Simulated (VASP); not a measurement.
Here is a VASP 6.6.1 calculation.

INCAR

```
SYSTEM = C
ALGO = Normal
EDIFF = 1E-6
ENCUT = 1300
GGA = PS
GGA_COMPAT = .False.
ISIF = 2
ISMEAR = -1
LASPH = .True.
LCHARG = .False.
LREAL = .False.
LWAVE = .False.
NBANDS = 11
NELM = 120
PREC = Accurate
SIGMA = 0.02
```

The input KPOINTS:

```
k-points
0
Gamma
  12 12 12
  0 0 0
```

Contents of POSCAR:

```
C
1.0
    0.0000000000      1.7769045550      1.7769045550
    1.7769045550      0.0000000000      1.7769045550
    1.7769045550      1.7769045550      0.0000000000
C
2
Direct
    0.0000000000      0.0000000000      0.0000000000
    0.2500000000      0.2500000000      0.2500000000
```

Potentials or basis: VASP PAW PBE potentials, release 64 (C_h).

Launch:

```sh
$ cat potpaw_PBE.64/C_h/POTCAR > POTCAR
$ mpirun -np 1 vasp_std > vasp.out
```

(1) Estimate the pressure.

(2) Predict the band gap on the k mesh.

## Answers

(1) 0.1 GPa.

(2) 4.07 eV (least direct gap 5.57 eV).

Caveat: the PAW data sets were made with another functional, which shifts forces and pressure a little.
